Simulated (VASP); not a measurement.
# CdO (Monteponite) (Fm-3m) in VASP: a series of runs

Runs on CdO (Monteponite). Level: PBE. Tasks: single point.

Everything below comes from runs of VASP 6.6.1. Logs are shortened: lines on timing, memory, paths and dates and some standing lists are left out, and cuts for length are marked.

## (1) The cell of the first run

The structure is cubic, space group Fm-3m (No. 225). The conventional cell has a = 4.699 Å, b = 4.699 Å, c = 4.699 Å, α = 90.00°, β = 90.00°, γ = 90.00°. Within 3.1 Å of Cd (site symmetry m-3m) lie 6 O at 2.35 Å. O (site symmetry m-3m) has 6 Cd at 2.35 Å within 3.1 Å.

## (2) Single point, PBE

Input file INCAR:

```
PREC = Accurate ; ENCUT = 600
EDIFF = 1E-6 ; ISMEAR = -1
SIGMA = 0.03 ; LREAL = F
LASPH = T ; NELM = 120
ALGO = Normal ; ISIF = 2
LWAVE = F ; LCHARG = F
GGA = PE ; NBANDS = 16
GGA_COMPAT = F
```

Input file KPOINTS:

```
Automatic mesh
0
Gamma
  8 8 8
```

Input file POSCAR:

```
CdO
1.0
    0.0000000000      2.3495000000      2.3495000000
    2.3495000000      0.0000000000      2.3495000000
    2.3495000000      2.3495000000      0.0000000000
Cd O
1 1
Direct
    0.0000000000      0.0000000000      0.0000000000
    0.5000000000      0.5000000000      0.5000000000
```

Potentials or basis: VASP PAW PBE potentials, release 64 (Cd, O).

The run is started by

```console
> cat potpaw_PBE.64/Cd/POTCAR potpaw_PBE.64/O/POTCAR > POTCAR
> mpirun -np 1 vasp_std > vasp.out
```

OUTCAR:

```text
PREC = Accurate
   ENCUT = 600
   EDIFF = 1E-6
   ISMEAR = -1
   LREAL = F
   LASPH = T
   NELM = 120
   ISIF = 2
   GGA = PE

 ion  position               nearest neighbor table
   1  0.000  0.000  0.000-   2 2.35   2 2.35   2 2.35   2 2.35   2 2.35   2 2.35
   2  0.500  0.500  0.500-   1 2.35   1 2.35   1 2.35   1 2.35   1 2.35   1 2.35

  LATTYP: Found a face centered cubic cell.
 ALAT       =     4.6990000000

  Lattice vectors:

 A1 = (   0.0000000000,   2.3495000000,   2.3495000000)
 A2 = (   2.3495000000,   0.0000000000,   2.3495000000)
 A3 = (   2.3495000000,   2.3495000000,   0.0000000000)

Analysis of symmetry for initial positions (statically):
=====================================================================
 Subroutine PRICEL returns:
 Original cell was already a primitive cell.

 Routine SETGRP: Setting up the symmetry group for a
 face centered cubic supercell.

 Subroutine GETGRP returns: Found 48 space group operations
 (whereof 48 operations were pure point group operations)
 out of a pool of 48 trial point group operations.

The static configuration has the point symmetry O_h .

Analysis of symmetry for dynamics (positions and initial velocities):
=====================================================================
 Subroutine PRICEL returns:
 Original cell was already a primitive cell.

 Routine SETGRP: Setting up the symmetry group for a
 face centered cubic supercell.

 Subroutine GETGRP returns: Found 48 space group operations
 (whereof 48 operations were pure point group operations)
 out of a pool of 48 trial point group operations.

The dynamic configuration has the point symmetry O_h .

 Subroutine INISYM returns: Found 48 space group operations
 (whereof 48 operations are pure point group operations),
 and found     1 'primitive' translations

----------------------------------------------------------------------------------------

                                     Primitive cell

  volume of cell :      25.9392

  direct lattice vectors                    reciprocal lattice vectors
     0.000000000  2.349500000  2.349500000    -0.212811236  0.212811236  0.212811236
     2.349500000  0.000000000  2.349500000     0.212811236 -0.212811236  0.212811236
     2.349500000  2.349500000  0.000000000     0.212811236  0.212811236 -0.212811236

  length of vectors
     3.322694765  3.322694765  3.322694765     0.368599874  0.368599874  0.368599874

  position of ions in fractional coordinates (direct lattice)
     0.000000000  0.000000000  0.000000000
     0.500000000  0.500000000  0.500000000

  ion indices of the primitive-cell ions
   primitive index   ion index
                 1           1
                 2           2

----------------------------------------------------------------------------------------

 KPOINTS: Automatic mesh

Automatic generation of k-mesh.
 Grid dimensions read from file:
 generate k-points for:    8    8    8

 Generating k-lattice:

  Cartesian coordinates                     Fractional coordinates (reciprocal lattice)
    -0.026601405  0.026601405  0.026601405     0.125000000  0.000000000  0.000000000
     0.026601405 -0.026601405  0.026601405     0.000000000  0.125000000  0.000000000
     0.026601405  0.026601405 -0.026601405     0.000000000  0.000000000  0.125000000

  Length of vectors
     0.046074984  0.046074984  0.046074984

  Shift w.r.t. Gamma in fractional coordinates (k-lattice)
     0.000000000  0.000000000  0.000000000

 Subroutine IBZKPT returns following result:
 ===========================================

 Found     29 irreducible k-points:

 Following reciprocal coordinates:
            Coordinates               Weight
  0.000000  0.000000  0.000000      1.000000
  0.125000  0.000000  0.000000      8.000000
  0.250000  0.000000  0.000000      8.000000
  0.375000  0.000000  0.000000      8.000000
  0.500000  0.000000  0.000000      4.000000
  0.125000  0.125000  0.000000      6.000000
[... 16 lines left out ...]
  0.500000  0.250000  0.125000     48.000000
 -0.375000  0.250000  0.125000     24.000000
 [... further k-points ...]
   k-points           NKPTS =     29   k-points in BZ     NKDIM =     29   number of bands    NBANDS=     16
   number of dos      NEDOS =    301   number of ions     NIONS =      2
   total plane-waves  NPLWV =  21952
   dimension x,y,z NGX =    28 NGY =   28 NGZ =   28
   dimension x,y,z NGXF=    56 NGYF=   56 NGZF=   56
   ions per type =               1   1
   NGX,Y,Z   is equivalent  to a cutoff of  14.01, 14.01, 14.01 a.u.
   NGXF,Y,Z  is equivalent  to a cutoff of  28.02, 28.02, 28.02 a.u.
 SYSTEM =  unknown system
   PREC   = accura    normal or accurate (medium, high low for compatibility)
   ISTART =      0    job   : 0-new  1-cont  2-samecut
   ICHARG =      2    charge: 1-file 2-atom 10-const
   ISPIN  =      1    spin polarized calculation?
   LNONCOLLINEAR =      F non collinear calculations
   LSORBIT =      F    spin-orbit coupling
   LASPH  =      T    aspherical Exc in radial PAW
   ENCUT  =  600.0 eV  44.10 Ry    6.64 a.u.   6.64  6.64  6.64*2*pi/ulx,y,z
   NELM   =    120;   NELMIN=  2; NELMDL= -5     # of ELM steps
   EDIFF  = 0.1E-05   stopping-criterion for ELM
   LREAL  =      F    real-space projection
   EDIFFG = 0.1E-04   stopping-criterion for IOM
   NSW    =      0    number of steps for IOM
   IBRION =     -1    ionic relax: 0-MD 1-quasi-New 2-CG
   NFREE  =      0    steps in history (QN), initial steepest desc. (CG)
   ISIF   =      2    stress and relaxation
   ISYM   =      2    0-nonsym 1-usesym 2-fastsym
   POTIM  = 0.5000    time-step for ionic-motion
   TEBEG  =    0.0;   TEEND  =   0.0 temperature during run
   PSTRESS=    0.0 pullay stress
   NELECT =      18.0000    total number of electrons
   NUPDOWN=      -1.0000    fix difference up-down
   EMIN   =  10.00;   EMAX   =-10.00  energy-range for DOS
   EFERMI =   0.00;   METHOD = LEGACY
   ISMEAR =    -1;   SIGMA  =   0.03  broadening in eV -4-tet -1-fermi 0-gaus
   EFERMI_NEDOS =   21; number of points for ismear=-14 and -15
   IALGO  =     38    algorithm
   IMIX   =      4    mixing-type and parameters
     AMIX     =   0.40;   BMIX     =  1.00
     AMIX_MAG =   1.60;   BMIX_MAG =  1.00
  volume/ion in A,a.u.               =      12.97        87.52
  Fermi-wavevector in a.u.,A,eV,Ry     =   1.449373  2.738918 28.581522  2.100683
  Thomas-Fermi vector in A             =   2.567107
   LORBIT       =      0    0 simple, 1 ext, 2 COOP (PROOUT), +10 PAW based schemes
   GGA     = PE    functional components
   LHFCALC =     F    Hartree Fock is set to
   AEXX    =    0.0000 exact exchange contribution
   IVDW    =     0    specifies the selected vdW correction
   LEPSILON=     F    determine dielectric tensor
   LRPA    =     F    only Hartree local field effects (RPA)
 non-spin polarized calculation
  energy-cutoff  :      600.00
  volume of cell :       25.94
 maximum number of plane-waves:       893
   NGX = 13   NGY = 13   NGZ = 13

 number of electron      18.0000002 magnetization

 Free energy of the ion-electron system (eV)
  ---------------------------------------------------
  ext. energy  EPLUGINS =         0.00000000
  ---------------------------------------------------
  free energy    TOTEN  =        -7.69889116 eV

  energy without entropy =       -7.69839498  energy(sigma->0) =       -7.69864307

 E-fermi :   2.1100     XC(G=0): -11.6990

 val. band max:        2.0364943822   @ k =   0.5000   0.0000   0.0000
 cond. band min:       2.9839292746   @ k =   0.1250   0.0000   0.0000
 fundamental gap:      0.9474348924
 Fermi energy:         2.1100016068

 k-point     1 :       0.0000    0.0000    0.0000
  band No.  band energies     occupation
      1     -15.3311      2.00000
      2      -4.6678      2.00000
      3      -4.6678      2.00000
      4      -4.6678      2.00000
      5      -4.3616      2.00000
      6      -4.3616      2.00000
[... 8 lines left out ...]
     15      20.2262      0.00000
     16      20.2262      0.00000

 k-point     2 :       0.1250    0.0000    0.0000
  band No.  band energies     occupation
      1     -15.2248      2.00000
      2      -4.7340      2.00000
      3      -4.6556      2.00000
      4      -4.6556      2.00000
      5      -4.4497      2.00000
      6      -4.4497      2.00000
[... 8 lines left out ...]
     15      20.6311      0.00000
     16      20.6311      0.00000

 k-point     3 :       0.2500    0.0000    0.0000
  band No.  band energies     occupation
      1     -14.9551      2.00000
      2      -4.9965      2.00000
      3      -4.8864      2.00000
      4      -4.8864      2.00000
      5      -4.3610      2.00000
      6      -4.3610      2.00000
[... 8 lines left out ...]
     15      21.5746      0.00000
     16      21.5746      0.00000

 k-point     4 :       0.3750    0.0000    0.0000
  band No.  band energies     occupation
      1     -14.6634      2.00000
      2      -5.4123      2.00000
      3      -5.1551      2.00000
      4      -5.1551      2.00000
      5      -4.1892      2.00000
      6      -4.1892      2.00000
[... 8 lines left out ...]
     15      22.9721      0.00000
     16      22.9721      0.00000

 k-point     5 :       0.5000    0.0000    0.0000
  band No.  band energies     occupation
      1     -14.5349      2.00000
      2      -5.6222      2.00000
      3      -5.2600      2.00000
      4      -5.2600      2.00000
      5      -4.1137      2.00000
      6      -4.1137      2.00000
[... 8 lines left out ...]
     15      23.2944      0.00000
     16      24.0818      0.00000

 k-point     6 :       0.1250    0.1250    0.0000
  band No.  band energies     occupation
      1     -15.1960      2.00000
      2      -4.7367      2.00000
      3      -4.6793      2.00000
      4      -4.6096      2.00000
      5      -4.6096      2.00000
      6      -4.3231      2.00000
[... 8 lines left out ...]
     15      21.3742      0.00000
     16      23.0225      0.00000
[... 267 lines left out ...]
 k-point    21 :       0.5000    0.5000    0.0000
  band No.  band energies     occupation
      1     -14.6873      2.00000
      2      -5.1276      2.00000
      3      -4.0945      2.00000
      4      -3.9750      2.00000
      5      -3.9750      2.00000
      6      -3.6626      2.00000
[... 8 lines left out ...]
     15      25.1613      0.00000
     16      27.9514      0.00000

 k-point    22 :       0.3750    0.2500    0.1250
  band No.  band energies     occupation
      1     -14.8206      2.00000
      2      -5.1083      2.00000
      3      -4.8974      2.00000
      4      -4.7842      2.00000
      5      -4.3910      2.00000
      6      -4.1289      2.00000
[... 8 lines left out ...]
     15      23.5727      0.00000
     16      24.0127      0.00000

 k-point    23 :       0.5000    0.2500    0.1250
  band No.  band energies     occupation
      1     -14.6371      2.00000
      2      -5.1833      2.00000
      3      -5.0128      2.00000
      4      -4.8940      2.00000
      5      -4.2417      2.00000
      6      -4.0543      2.00000
[... 8 lines left out ...]
     15      22.7599      0.00000
     16      24.4172      0.00000

 k-point    24 :      -0.3750    0.2500    0.1250
  band No.  band energies     occupation
      1     -14.5593      2.00000
      2      -5.2619      2.00000
      3      -4.9710      2.00000
      4      -4.9674      2.00000
      5      -4.1137      2.00000
      6      -4.1075      2.00000
[... 8 lines left out ...]
     15      21.5717      0.00000
     16      25.0623      0.00000

 [... further k-points ...]
[... 5 lines left out ...]
  --------------------------------------------------------------------------------------
  -------------------------------------------------------------------------------------
  Total        1.1928440      1.1928440      1.1928440      0.0000000      0.0000000     -0.0000000
  in kB       73.6780132     73.6780132     73.6780132      0.0000000      0.0000000     -0.0000000
  external PRESSURE =      73.6780132 kB  Pullay stress =       0.0000000 kB

 VOLUME and BASIS-vectors are now :
 -----------------------------------------------------------------------------
  energy-cutoff  :      600.00
  volume of cell :       25.94
      direct lattice vectors                 reciprocal lattice vectors
     0.000000000  2.349500000  2.349500000    -0.212811236  0.212811236  0.212811236
     2.349500000  0.000000000  2.349500000     0.212811236 -0.212811236  0.212811236
     2.349500000  2.349500000  0.000000000     0.212811236  0.212811236 -0.212811236

 POSITION                                       TOTAL-FORCE (eV/Angst)
 -----------------------------------------------------------------------------------
      0.00000      0.00000      0.00000         0.000000      0.000000      0.000000
      2.34950      2.34950      2.34950         0.000000      0.000000     -0.000000
 -----------------------------------------------------------------------------------
    total drift:                                0.000000      0.000000      0.000000

  FREE ENERGIE OF THE ION-ELECTRON SYSTEM (eV)
  ---------------------------------------------------
  free  energy   TOTEN  =        -7.6988911627 eV

  energy  without entropy=       -7.6983949812  energy(sigma->0) =       -7.69864307
```

It took 9.8 s on 1 thread of Intel Xeon Platinum 8488C (Sapphire Rapids), shared host; peak memory 0.15 GiB.

What came out:

```yaml
Free_energy: -7.6989 eV
Pressure: 7.4 GPa
Band_gap_on_the_k_mesh: zero (band 9 reaches 2.04 eV, above the bottom of band 10 at 1.61 eV)
```

Levels at points of the mesh, in eV from the Fermi level:
| k point | band 7 | band 8 | band 9 | band 10 | band 11 | band 12 |
| --- | --- | --- | --- | --- | --- | --- |
| (0.00, 0.00, 0.00) | -1.40 | -1.40 | -1.40 | -0.50 | 14.92 | 16.96 |
| (0.50, 0.00, 0.00) | -3.88 | -0.07 | -0.07 | 4.38 | 7.24 | 11.89 |
| (0.50, 0.50, 0.00) | -4.40 | -2.38 | -2.38 | 3.82 | 8.49 | 11.15 |

## (3) Single point, PBE

Input file INCAR:

```
SYSTEM = CdO
PREC     = Accurate       ! precision mode
ENCUT    = 600            ! plane-wave cutoff, eV
EDIFF    = 1E-6           ! SCF threshold, eV
ISMEAR   = -1             ! smearing method
SIGMA    = 0.03           ! smearing width, eV
LREAL    = .False.        ! projectors in reciprocal space
LASPH    = .True.         ! aspherical terms in the spheres
NELM     = 120            ! most SCF steps
ALGO     = Normal         ! electronic algorithm
ISIF     = 2              ! what is computed and relaxed
LWAVE    = .False.        ! write WAVECAR
LCHARG   = .True.         ! write CHGCAR
GGA      = PE             ! functional
LELF     = .True.         ! ELF
LVHAR    = .True.       
NBANDS   = 16             ! bands
GGA_COMPAT= .False.
```

Input file KPOINTS:

```
Automatic mesh
0
Gamma
  8 8 8
  0 0 0
```

POSCAR is that of step 2.

Potentials or basis: VASP PAW PBE potentials, release 64 (Cd, O).

The run is started by

```console
> cat potpaw_PBE.64/Cd/POTCAR potpaw_PBE.64/O/POTCAR > POTCAR
> mpirun -np 1 vasp_std > vasp.out
```

OUTCAR:

```text
SYSTEM = CdO
   PREC = Accurate
   ENCUT = 600
   EDIFF = 1E-6
   ISMEAR = -1
   LREAL = .False.
   LASPH = .True.
   NELM = 120
   ISIF = 2
   GGA = PE

 ion  position               nearest neighbor table
   1  0.000  0.000  0.000-   2 2.35   2 2.35   2 2.35   2 2.35   2 2.35   2 2.35
   2  0.500  0.500  0.500-   1 2.35   1 2.35   1 2.35   1 2.35   1 2.35   1 2.35

  LATTYP: Found a face centered cubic cell.
 ALAT       =     4.6990000000

  Lattice vectors:

[... 191 lines left out ...]
      6      -4.3616      2.00000
[... 433 lines left out ...]
      3      -4.9710      2.00000
      4      -4.9674      2.00000
      5      -4.1137      2.00000
      6      -4.1075      2.00000
[... 8 lines left out ...]
     15      21.5717      0.00000
     16      25.0623      0.00000

 [... further k-points ...]
[... 5 lines left out ...]
  --------------------------------------------------------------------------------------
  -------------------------------------------------------------------------------------
  Total        1.1928440      1.1928440      1.1928440      0.0000000      0.0000000     -0.0000000
  in kB       73.6780132     73.6780132     73.6780132      0.0000000      0.0000000     -0.0000000
  external PRESSURE =      73.6780132 kB  Pullay stress =       0.0000000 kB

 VOLUME and BASIS-vectors are now :
 -----------------------------------------------------------------------------
  energy-cutoff  :      600.00
  volume of cell :       25.94
      direct lattice vectors                 reciprocal lattice vectors
     0.000000000  2.349500000  2.349500000    -0.212811236  0.212811236  0.212811236
     2.349500000  0.000000000  2.349500000     0.212811236 -0.212811236  0.212811236
     2.349500000  2.349500000  0.000000000     0.212811236  0.212811236 -0.212811236

 POSITION                                       TOTAL-FORCE (eV/Angst)
 -----------------------------------------------------------------------------------
      0.00000      0.00000      0.00000         0.000000      0.000000      0.000000
      2.34950      2.34950      2.34950         0.000000      0.000000     -0.000000
 -----------------------------------------------------------------------------------
    total drift:                                0.000000      0.000000      0.000000

  FREE ENERGIE OF THE ION-ELECTRON SYSTEM (eV)
  ---------------------------------------------------
  free  energy   TOTEN  =        -7.6988911627 eV

  energy  without entropy=       -7.6983949812  energy(sigma->0) =       -7.69864307
```

OSZICAR:

```text
N       E                     dE             d eps       ncg     rms          rms(c)
DAV:   1     0.129848471927E+03    0.12985E+03   -0.11251E+04   952   0.130E+03
DAV:   2    -0.556562415019E+01   -0.13541E+03   -0.12310E+03  1064   0.307E+02
DAV:   3    -0.949843946650E+01   -0.39328E+01   -0.39257E+01  1080   0.577E+01
DAV:   4    -0.950863815720E+01   -0.10199E-01   -0.10199E-01  1184   0.288E+00
DAV:   5    -0.950866728418E+01   -0.29127E-04   -0.29127E-04  1104   0.135E-01    0.106E+01
DAV:   6    -0.775489870933E+01    0.17538E+01   -0.48420E+00  1224   0.377E+01    0.930E+00
DAV:   7    -0.771857044456E+01    0.36328E-01   -0.70459E-01   976   0.800E+00    0.474E+00
DAV:   8    -0.770225356608E+01    0.16317E-01   -0.96349E-02   984   0.276E+00    0.730E-01
DAV:   9    -0.769876862081E+01    0.34849E-02   -0.79728E-03  1104   0.937E-01    0.110E-01
DAV:  10    -0.769886076075E+01   -0.92140E-04   -0.79678E-04  1032   0.303E-01    0.399E-02
DAV:  11    -0.769889576700E+01   -0.35006E-04   -0.62107E-05  1112   0.791E-02    0.221E-02
DAV:  12    -0.769889130221E+01    0.44648E-05   -0.11921E-05  1024   0.349E-02    0.687E-03
DAV:  13    -0.769889116270E+01    0.13952E-06   -0.68066E-07   696   0.863E-03
   1 F= -.76988912E+01 E0= -.76986431E+01  d E =-.496182E-03
```

Run time: 11 s. Hardware: 1 thread of Intel Xeon Platinum 8488C (Sapphire Rapids), shared host; peak memory 0.16 GiB.

Results:

```
Free energy            : -7.6989 eV
Pressure               : 7.4 GPa
Band gap on the k mesh : zero (band 9 reaches 2.04 eV, above the bottom of band 10 at 1.61 eV)
```
